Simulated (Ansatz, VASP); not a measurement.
## One calculation of Se, two programs

The input INCAR:

```
PREC = Accurate ; ENCUT = 520
EDIFF = 1E-6 ; ISMEAR = 0
SIGMA = 0.15 ; LREAL = F
LASPH = T ; NELM = 60
ALGO = Normal ; ISIF = 2
LWAVE = F ; LCHARG = F
GGA = PE ; NBANDS = 13
```

File KPOINTS:

```
regular mesh
0
Gamma
  18 18 10
```

POSCAR

```
Se
1.0
    1.4012407772     -4.0188077512      0.0000000000
    1.4012407772      4.0188077512      0.0000000000
    0.0000000000      0.0000000000      4.6134314000
Se
2
Direct
    0.9356553200      0.0643446800      0.2500000000
    0.0643446800      0.9356553200      0.7500000000
```

Input for Ansatz:

```yaml
crystal:
  lattice:
    - [1.4012407772, -4.0188077512, 0.0]
    - [1.4012407772, 4.0188077512, 0.0]
    - [0.0, 0.0, 4.6134314]
  atoms:
    - { symbol: Se, position: [0.93565532, 0.06434468, 0.25] }
    - { symbol: Se, position: [0.06434468, 0.93565532, 0.75] }
basis:
  ecutwfc: 420
kpoints:
  mp_grid: { grid: [18, 18, 10] }
hamiltonian:
  xc: pbe
scf:
  occupations: { method: gaussian, width: 0.15 }
output:
  forces: true
  stress: true
  eigenvalues: true
```

Change from the starting cell: strain +0.0050 x Voigt [1, -1, 0, 0, 0, 0], atoms carried along.

Alike in both runs: task single point; functional PBE; k mesh 18 × 18 × 10; occupations gaussian, width 0.15 eV; no spin polarisation.

|  | VASP | Ansatz |
| --- | --- | --- |
| version | VASP 6.6.1 | Ansatz 0.2.0 |
| potentials or method | VASP PAW PBE potentials, release 64 (Se), cutoff 520 eV | scalar-relativistic, plane waves, PAW |
| valence electrons in the cell | 12 | 32 |

Ansatz gave:

```
gap on the k mesh at the Fermi level (eV)                     : none
pressure (GPa)                                                : 1.3
traceless stress, the component that is largest in VASP (GPa) : 1.69
rms of the force components (eV/Å)                            : 0.006
```

Estimate VASP's values.

gap on the k mesh at the Fermi level (eV): none; pressure (GPa): 1.4; traceless stress, the component that is largest in VASP (GPa): 1.75; rms of the force components (eV/Å): 0.009.

Atom by atom the forces differ by 0.003 eV/Å (rms over components). A gap of «none» marks a metal or a gap that the smearing closes. With one functional, cell and mesh, what is left measures potentials, basis and numerics. VASP's potentials hold 12 valence electrons a cell and Ansatz's 32, so a difference there can come from the potentials and not from the codes.
